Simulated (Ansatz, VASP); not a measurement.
# B: VASP beside Ansatz

```xyz
1
Lattice="0.0000 1.4479 1.4479 1.4479 0.0000 1.4479 1.4479 1.4479 0.0000" Properties=species:S:1:pos:R:3 pbc="T T T"
B     0.0000    0.0000    0.0000
```

Alike in both runs: functional BLYP; k mesh 18 × 18 × 18; occupations fermi-dirac, width 0.1 eV; no spin polarisation.

Ansatz relaxed the structure, and its values are those at the end. VASP's run is a single point on that final structure, the one shown.

|  | VASP | Ansatz |
| --- | --- | --- |
| version | VASP 6.6.1 | Ansatz 0.2.0 |
| potentials or method | VASP PAW PBE potentials, release 64 (B), cutoff 520 eV | plane waves (420 eV) with PAW, scalar-relativistic |
| valence electrons in the cell | 3 | 3 |

|  | VASP | Ansatz | Ansatz less VASP |
| --- | --- | --- | --- |
| pressure (GPa) | 0.2 | 0.0 | -0.20 |

VASP's potentials were made for PBE, not for BLYP.
